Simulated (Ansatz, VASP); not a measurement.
## Cd3F: VASP beside Ansatz

INCAR

```
PREC = Accurate
ENCUT = 520
EDIFF = 1E-7
ISMEAR = 0
SIGMA = 0.1
LREAL = False
LASPH = True
NELM = 150
ALGO = Normal
ISIF = 2
LWAVE = False
LCHARG = False
ISPIN = 2
MAGMOM = 0 0 0 1
LORBIT = 11
GGA = PE
NBANDS = 34
```

Contents of KPOINTS:

```
Automatic mesh
0
Gamma
  6 6 2
```

Contents of POSCAR:

```
Cd3F
1.0
    3.1643463302      0.0000000000      0.0000000000
    0.0000000000      3.1643463302      0.0000000000
    0.0000000000      0.0000000000      7.8882623943
Cd F
3 1
Direct
    0.5000000000      0.5000000000      0.7913732540
    0.0000000000      0.0000000000      0.5000000000
    0.5000000000      0.5000000000      0.2086267460
    0.0000000000      0.0000000000      0.0000000000
```

Input for Ansatz:

```yaml
crystal:
  lattice:
    - [3.1643463302, 0.0, 0.0]
    - [0.0, 3.1643463302, 0.0]
    - [0.0, 0.0, 7.8882623943]
  atoms:
    - { symbol: Cd, position: [0.5, 0.5, 0.791373254] }
    - { symbol: Cd, position: [0.0, 0.0, 0.5] }
    - { symbol: Cd, position: [0.5, 0.5, 0.208626746] }
    - { symbol: F, position: [0.0, 0.0, 0.0], spin: 1.0 }
basis:
  ecutwfc: 420
kpoints:
  mp_grid: { grid: [6, 6, 2] }
hamiltonian:
  xc: pbe
scf:
  occupations: { method: gaussian, width: 0.1 }
  lower_state_search: "off"
output:
  forces: true
  stress: true
  eigenvalues: true
  populations: true
magnetization:
  spin_polarized: true
```

Change from the starting cell: species swapped into the Er3Mg type (P4/mmm, No. 123).

Alike in both runs: task single point; functional PBE; k mesh 6 × 6 × 2; occupations gaussian, width 0.1 eV; collinear spin.

|  | VASP | Ansatz |
| --- | --- | --- |
| version | VASP 6.6.1 | Ansatz 0.2.0 |
| potentials or method | VASP PAW PBE potentials, release 64 (Cd, F), cutoff 520 eV | scalar-relativistic, plane waves, PAW |
| valence electrons in the cell | 43 | 67 |

VASP gave:

| Quantity | Value |
| --- | --- |
| gap on the k mesh at the Fermi level (eV) | none |
| pressure (GPa) | 0.1 |
| traceless stress, the component that is largest in VASP (GPa) | 0.10 |
| net moment per atom (μB) | 0.00 |

Question: Which values does Ansatz return?

Answer: gap on the k mesh at the Fermi level (eV): none; pressure (GPa): -0.1; traceless stress, the component that is largest in VASP (GPa): 0.10; net moment per atom (μB): 0.00.

A gap of «none» marks a metal or a gap that the smearing closes. The functional is the same, so the differences come from potentials, cutoffs and numerics. VASP's potentials hold 43 valence electrons a cell and Ansatz's 67, so a difference there can come from the potentials and not from the codes. Ansatz's warnings: seeded moment not kept.

The k mesh is coarse, so the values compare programs but aren't converged.
